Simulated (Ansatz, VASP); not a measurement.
Two plane-wave programs on HgSe

Contents of INCAR:

```
SYSTEM = HgSe
ALGO = Normal
EDIFF = 1E-6
ENCUT = 500
GGA = PE
GGA_COMPAT = .FALSE.
ISIF = 2
ISMEAR = 0
LASPH = .TRUE.
LCHARG = .TRUE.
LORBIT = 11
LORBMOM = .TRUE.
LREAL = .FALSE.
LSORBIT = .TRUE.
LVHAR = .TRUE.
LWAVE = .FALSE.
MAGMOM = 0 0 0 0 0 0
NBANDS = 30
NELM = 200
PREC = Accurate
SIGMA = 0.05
```

Contents of KPOINTS:

```
k-points
0
G
  10 10 10
  0 0 0
```

POSCAR

```
HgSe
1.0
    0.0000000000      3.1182044413      3.1182044413
    3.1493864857      0.0000000000      3.1182044413
    3.1493864857      3.1182044413      0.0000000000
Hg Se
1 1
Direct
    0.0000000000      0.0000000000      0.0000000000
    0.7500000000      0.7500000000      0.7500000000
```

Input for Ansatz:

```yaml
crystal:
  lattice:
    - [0.0, 3.1182044413, 3.1182044413]
    - [3.1493864857, 0.0, 3.1182044413]
    - [3.1493864857, 3.1182044413, 0.0]
  atoms:
    - { symbol: Hg, position: [0.0, 0.0, 0.0] }
    - { symbol: Se, position: [0.75, 0.75, 0.75] }
basis:
  ecutwfc: 420
  ecutrho_ratio: 4
kpoints:
  mp_grid: { grid: [10, 10, 10] }
hamiltonian:
  xc: pbe
scf:
  occupations: { method: gaussian, width: 0.05 }
output:
  forces: true
  stress: true
  eigenvalues: true
  populations: true
magnetization:
  noncollinear: true
  spin_orbit: true
```

Change from the starting cell: strain e1 = +0.01, atoms carried along.

Alike in both runs: task single point; functional PBE; k mesh 10 × 10 × 10; occupations gaussian, width 0.05 eV; non-collinear spin, spin-orbit coupling.

|  | VASP | Ansatz |
| --- | --- | --- |
| version | VASP 6.6.1 | Ansatz 0.2.0 |
| potentials or method | VASP PAW PBE potentials, release 64 (Hg, Se), cutoff 500 eV | plane waves, PAW |
| valence electrons in the cell | 18 | 36 |

|  | VASP | Ansatz | Ansatz less VASP |
| --- | --- | --- | --- |
| pressure (GPa) | -0.1 | -0.4 | -0.35 |
| traceless stress, the component that is largest in VASP (GPa) | -0.10 | -0.11 | -0.004 |
| net moment per atom (μB) | 0.00 | 0.00 | 0.000 |

VASP's potentials hold 18 valence electrons a cell and Ansatz's 36, so a difference there can come from the potentials and not from the codes.
